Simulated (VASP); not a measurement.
# K (Im-3m) in VASP: single point with PBE

Aim: the single point of K with PBE.

All numbers are computed with VASP 6.6.1; they aren't measurements. Logs are shortened: lines on timing, memory, paths and dates and some standing lists are left out, and cuts for length are marked.

### 1 The cell of the first run

Symmetry: Im-3m, No. 229, cubic system. Conventional cell: a = 4.178 Å, b = 4.178 Å, c = 4.178 Å, α = 90.00°, β = 90.00°, γ = 90.00°. K (site symmetry m-3m) has 14 K at 3.62 to 4.18 Å within 4.8 Å.

### 2 Single point, PBE

INCAR reads:

```
PREC = Accurate
ENCUT = 520
EDIFF = 1E-7
ISMEAR = 0
SIGMA = 0.1
LREAL = F
LASPH = T
NELM = 80
ALGO = Fast
ISIF = 2
LWAVE = F
LCHARG = F
GGA = PE
NBANDS = 10
```

KPOINTS reads:

```
regular mesh
0
Gamma
  6 6 6
```

POSCAR reads:

```
K
1.0
   -2.0887834087      2.0887834087      2.0887834087
    2.0887834087     -2.0887834087      2.0887834087
    2.0887834087      2.0887834087     -2.0887834087
K
1
Direct
    0.0000000000      0.0000000000      0.0000000000
```

Potentials or basis: VASP PAW PBE potentials, release 64 (K_sv).

Run with:

```
$ cat potpaw_PBE.64/K_sv/POTCAR > POTCAR
$ mpirun -np 1 vasp_std > vasp.out
```

OUTCAR:

```text
PREC = Accurate
   ENCUT = 520
   EDIFF = 1E-7
   ISMEAR = 0
   LREAL = F
   LASPH = T
   NELM = 80
   ISIF = 2
   GGA = PE

 ion  position               nearest neighbor table
   1  0.000  0.000  0.000-

  LATTYP: Found a body centered cubic cell.
 ALAT       =     4.1775668174

  Lattice vectors:

 A1 = (  -2.0887834087,   2.0887834087,   2.0887834087)
 A2 = (   2.0887834087,  -2.0887834087,   2.0887834087)
 A3 = (   2.0887834087,   2.0887834087,  -2.0887834087)

Analysis of symmetry for initial positions (statically):
=====================================================================
 Subroutine PRICEL returns:
 Original cell was already a primitive cell.

 Routine SETGRP: Setting up the symmetry group for a
 body centered cubic supercell.

 Subroutine GETGRP returns: Found 48 space group operations
 (whereof 48 operations were pure point group operations)
 out of a pool of 48 trial point group operations.

The static configuration has the point symmetry O_h .

Analysis of symmetry for dynamics (positions and initial velocities):
=====================================================================
 Subroutine PRICEL returns:
 Original cell was already a primitive cell.

 Routine SETGRP: Setting up the symmetry group for a
 body centered cubic supercell.

 Subroutine GETGRP returns: Found 48 space group operations
 (whereof 48 operations were pure point group operations)
 out of a pool of 48 trial point group operations.

The dynamic configuration has the point symmetry O_h .

 Subroutine INISYM returns: Found 48 space group operations
 (whereof 48 operations are pure point group operations),
 and found     1 'primitive' translations

----------------------------------------------------------------------------------------

                                     Primitive cell

  volume of cell :      36.4536

  direct lattice vectors                    reciprocal lattice vectors
    -2.088783409  2.088783409  2.088783409     0.000000000  0.239373790  0.239373790
     2.088783409 -2.088783409  2.088783409     0.239373790  0.000000000  0.239373790
     2.088783409  2.088783409 -2.088783409     0.239373790  0.239373790  0.000000000

  length of vectors
     3.617878990  3.617878990  3.617878990     0.338525660  0.338525660  0.338525660

  position of ions in fractional coordinates (direct lattice)
     0.000000000  0.000000000  0.000000000

  ion indices of the primitive-cell ions
   primitive index   ion index
                 1           1

----------------------------------------------------------------------------------------

 KPOINTS: regular mesh

Automatic generation of k-mesh.
 Grid dimensions read from file:
 generate k-points for:    6    6    6

 Generating k-lattice:

  Cartesian coordinates                     Fractional coordinates (reciprocal lattice)
     0.000000000  0.039895632  0.039895632     0.166666667  0.000000000  0.000000000
     0.039895632  0.000000000  0.039895632     0.000000000  0.166666667  0.000000000
     0.039895632  0.039895632  0.000000000     0.000000000  0.000000000  0.166666667

  Length of vectors
     0.056420943  0.056420943  0.056420943

  Shift w.r.t. Gamma in fractional coordinates (k-lattice)
     0.000000000  0.000000000  0.000000000

 Subroutine IBZKPT returns following result:
 ===========================================

 Found     16 irreducible k-points:

 Following reciprocal coordinates:
            Coordinates               Weight
  0.000000  0.000000  0.000000      1.000000
  0.166667  0.000000  0.000000     12.000000
  0.333333  0.000000  0.000000     12.000000
  0.500000  0.000000  0.000000      6.000000
  0.166667  0.166667  0.000000     24.000000
  0.333333  0.166667  0.000000     48.000000
[... 8 lines left out ...]
  0.500000  0.500000  0.333333     12.000000
  0.500000  0.500000  0.500000      1.000000
   k-points           NKPTS =     16   k-points in BZ     NKDIM =     16   number of bands    NBANDS=     10
   number of dos      NEDOS =    301   number of ions     NIONS =      1
   total plane-waves  NPLWV =  21952
   dimension x,y,z NGX =    28 NGY =   28 NGZ =   28
   dimension x,y,z NGXF=    56 NGYF=   56 NGZF=   56
   ions per type =               1
   NGX,Y,Z   is equivalent  to a cutoff of  12.87, 12.87, 12.87 a.u.
   NGXF,Y,Z  is equivalent  to a cutoff of  25.73, 25.73, 25.73 a.u.
 SYSTEM =  unknown system
   PREC   = accura    normal or accurate (medium, high low for compatibility)
   ISTART =      0    job   : 0-new  1-cont  2-samecut
   ICHARG =      2    charge: 1-file 2-atom 10-const
   ISPIN  =      1    spin polarized calculation?
   LNONCOLLINEAR =      F non collinear calculations
   LSORBIT =      F    spin-orbit coupling
   LASPH  =      T    aspherical Exc in radial PAW
   ENCUT  =  520.0 eV  38.22 Ry    6.18 a.u.   6.73  6.73  6.73*2*pi/ulx,y,z
   NELM   =     80;   NELMIN=  2; NELMDL= -5     # of ELM steps
   EDIFF  = 0.1E-06   stopping-criterion for ELM
   LREAL  =      F    real-space projection
   EDIFFG = 0.1E-05   stopping-criterion for IOM
   NSW    =      0    number of steps for IOM
   IBRION =     -1    ionic relax: 0-MD 1-quasi-New 2-CG
   NFREE  =      0    steps in history (QN), initial steepest desc. (CG)
   ISIF   =      2    stress and relaxation
   ISYM   =      2    0-nonsym 1-usesym 2-fastsym
   POTIM  = 0.5000    time-step for ionic-motion
   TEBEG  =    0.0;   TEEND  =   0.0 temperature during run
   PSTRESS=    0.0 pullay stress
   NELECT =       9.0000    total number of electrons
   NUPDOWN=      -1.0000    fix difference up-down
   EMIN   =  10.00;   EMAX   =-10.00  energy-range for DOS
   EFERMI =   0.00;   METHOD = LEGACY
   ISMEAR =     0;   SIGMA  =   0.10  broadening in eV -4-tet -1-fermi 0-gaus
   EFERMI_NEDOS =   21; number of points for ismear=-14 and -15
   IALGO  =     68    algorithm
   IMIX   =      4    mixing-type and parameters
     AMIX     =   0.40;   BMIX     =  1.00
     AMIX_MAG =   1.60;   BMIX_MAG =  1.00
  volume/ion in A,a.u.               =      36.45       246.00
  Fermi-wavevector in a.u.,A,eV,Ry     =   1.027012  1.940772 14.350800  1.054754
  Thomas-Fermi vector in A             =   2.160935
   LORBIT       =      0    0 simple, 1 ext, 2 COOP (PROOUT), +10 PAW based schemes
   GGA     = PE    functional components
   LHFCALC =     F    Hartree Fock is set to
   AEXX    =    0.0000 exact exchange contribution
   IVDW    =     0    specifies the selected vdW correction
   LEPSILON=     F    determine dielectric tensor
   LRPA    =     F    only Hartree local field effects (RPA)
 non-spin polarized calculation
 RMM-DIIS sequential band-by-band and
 Gauss-broadening in eV      SIGMA  =   0.10
  energy-cutoff  :      520.00
  volume of cell :       36.45
 maximum number of plane-waves:       997
   NGX = 13   NGY = 13   NGZ = 13

 number of electron       9.0000000 magnetization

 Free energy of the ion-electron system (eV)
  ---------------------------------------------------
  ext. energy  EPLUGINS =         0.00000000
  ---------------------------------------------------
  free energy    TOTEN  =        -0.40081499 eV

  energy without entropy =       -0.38733500  energy(sigma->0) =       -0.39407499

 E-fermi :   2.2576     XC(G=0):  -7.6852

 val. band max:        2.2477937440   @ k =   0.5000   0.0000   0.0000
 cond. band min:       2.2813129414   @ k =   0.3333   0.1667   0.0000
 fundamental gap:      0.0335191974
 Fermi energy:         2.2576261164

 k-point     1 :       0.0000    0.0000    0.0000
  band No.  band energies     occupation
      1     -29.9906      2.00000
      2     -13.2002      2.00000
      3     -13.2002      2.00000
      4     -13.2002      2.00000
      5      -1.0479      2.00000
      6       6.8605      0.00000
      7       6.8605      0.00000
      8       6.8605      0.00000
      9       8.3839      0.00000
     10       8.3839      0.00000

 k-point     2 :       0.1667    0.0000    0.0000
  band No.  band energies     occupation
      1     -29.9691      2.00000
      2     -13.3667      2.00000
      3     -13.2467      2.00000
      4     -13.2024      2.00000
      5      -0.4140      2.00000
      6       6.1505      0.00000
      7       6.2984      0.00000
      8       7.4640      0.00000
      9       8.0005      0.00000
     10       8.3514      0.00000

 k-point     3 :       0.3333    0.0000    0.0000
  band No.  band energies     occupation
      1     -29.9258      2.00000
      2     -13.6775      2.00000
      3     -13.3377      2.00000
      4     -13.2069      2.00000
      5       1.1131      2.00000
      6       4.5708      0.00000
      7       5.4774      0.00000
      8       8.3769      0.00000
      9       8.6413      0.00000
     10       9.1308      0.00000

 k-point     4 :       0.5000    0.0000    0.0000
  band No.  band energies     occupation
      1     -29.9040      2.00000
      2     -13.8236      2.00000
      3     -13.3823      2.00000
      4     -13.2092      2.00000
      5       2.2478      1.11059
      6       3.7290      0.00000
      7       5.1504      0.00000
      8       8.4275      0.00000
      9       9.1961      0.00000
     10      10.8439      0.00000
[... 118 lines left out ...]
 k-point    14 :      -0.3333    0.3333    0.3333
  band No.  band energies     occupation
      1     -29.8765      2.00000
      2     -13.6070      2.00000
      3     -13.4989      2.00000
      4     -13.4989      2.00000
      5       2.5014      0.00056
      6       3.7831      0.00000
      7       6.8493      0.00000
      8       6.8493      0.00000
      9       7.8849      0.00000
     10       9.1469      0.00000

 k-point    15 :       0.5000    0.5000    0.3333
  band No.  band energies     occupation
      1     -29.8600      2.00000
      2     -13.6612      2.00000
      3     -13.5510      2.00000
      4     -13.5112      2.00000
      5       3.1156      0.00000
      6       3.1756      0.00000
      7       6.6924      0.00000
      8       7.0988      0.00000
      9       8.6515      0.00000
     10      10.4058      0.00000

 k-point    16 :       0.5000    0.5000    0.5000
  band No.  band energies     occupation
      1     -29.8452      2.00000
      2     -13.6055      2.00000
      3     -13.6055      2.00000
      4     -13.6055      2.00000
      5       2.9375      0.00000
      6       2.9375      0.00000
      7       8.3313      0.00000
      8       8.3313      0.00000
      9       8.3313      0.00000
     10      10.2661      0.00000

------------------------ aborting loop because EDIFF is reached ----------------------------------------

  FORCE on cell =-STRESS in cart. coord.  units (eV):
  Direction    XX          YY          ZZ          XY          YZ          ZX
  --------------------------------------------------------------------------------------
  -------------------------------------------------------------------------------------
  Total        2.1054112      2.1054112      2.1054112      0.0000000      0.0000000      0.0000000
  in kB       92.5352699     92.5352699     92.5352699      0.0000000      0.0000000      0.0000000
  external PRESSURE =      92.5352699 kB  Pullay stress =       0.0000000 kB

 VOLUME and BASIS-vectors are now :
 -----------------------------------------------------------------------------
  energy-cutoff  :      520.00
  volume of cell :       36.45
      direct lattice vectors                 reciprocal lattice vectors
    -2.088783409  2.088783409  2.088783409     0.000000000  0.239373790  0.239373790
     2.088783409 -2.088783409  2.088783409     0.239373790  0.000000000  0.239373790
     2.088783409  2.088783409 -2.088783409     0.239373790  0.239373790  0.000000000

 POSITION                                       TOTAL-FORCE (eV/Angst)
 -----------------------------------------------------------------------------------
      0.00000      0.00000      0.00000         0.000000      0.000000      0.000000
 -----------------------------------------------------------------------------------
    total drift:                               -0.000000     -0.000000     -0.000000

  FREE ENERGIE OF THE ION-ELECTRON SYSTEM (eV)
  ---------------------------------------------------
  free  energy   TOTEN  =        -0.4008149871 eV

  energy  without entropy=       -0.3873350020  energy(sigma->0) =       -0.39407499
```

It took 8.5 s on 1 thread of Intel Xeon 8259CL, shared host; peak memory 0.15 GiB.

What came out:

* Free energy: -0.4008 eV
* Pressure: 9.3 GPa
